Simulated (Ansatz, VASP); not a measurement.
**BaS in VASP and in Ansatz**

Contents of INCAR:

```
SYSTEM = BaS
  ALGO = Normal
  EDIFF = 1E-6
  ENCUT = 520
  GGA = PS
  ISIF = 2
  ISMEAR = 0
  LASPH = .TRUE.
  LCHARG = .FALSE.
  LREAL = .FALSE.
  LWAVE = .FALSE.
  NBANDS = 15
  NELM = 60
  PREC = Accurate
  SIGMA = 0.02
```

The input KPOINTS:

```
k-points
0
G
  8 8 8
  0 0 0
```

POSCAR

```
BaS
1.0
    0.0000000000      3.1673376875      3.1673376875
    3.1673376875      0.0000000000      3.1673376875
    3.1673376875      3.1673376875      0.0000000000
Ba S
1 1
Direct
    0.0000000000      0.0000000000      0.0000000000
    0.5000000000      0.5000000000      0.5000000000
```

Input for Ansatz:

```yaml
crystal:
  lattice:
    - [0.0, 3.1673376875, 3.1673376875]
    - [3.1673376875, 0.0, 3.1673376875]
    - [3.1673376875, 3.1673376875, 0.0]
  atoms:
    - { symbol: Ba, position: [0.0, 0.0, 0.0] }
    - { symbol: S, position: [0.5, 0.5, 0.5] }
basis:
  ecutwfc: 420
kpoints:
  mp_grid: { grid: [8, 8, 8] }
hamiltonian:
  xc: pbesol
scf:
  occupations: { method: gaussian, width: 0.02 }
output:
  forces: true
  stress: true
  eigenvalues: true
  populations: true
```

Alike in both runs: task single point; functional PBEsol; k mesh 8 × 8 × 8; occupations gaussian, width 0.02 eV; no spin polarisation.

|  | VASP | Ansatz |
| --- | --- | --- |
| version | VASP 6.6.1 | Ansatz 0.2.0 |
| potentials or method | VASP PAW PBE potentials, release 64 (Ba_sv, S), cutoff 520 eV | scalar-relativistic, plane waves, PAW |
| valence electrons in the cell | 16 | 16 |

VASP gave:

| Item | Value |
| --- | --- |
| gap on the k mesh at the Fermi level (eV) | 1.94 |
| least direct gap on the mesh (eV) | 2.06 |
| pressure (GPa) | 0.6 |

Question: What did Ansatz give for the same quantities?

Answer: gap on the k mesh at the Fermi level (eV): 2.04; least direct gap on the mesh (eV): 2.13; pressure (GPa): -0.1.

VASP's potentials were made for PBE, not for PBEsol.

Spin-orbit coupling is off throughout.
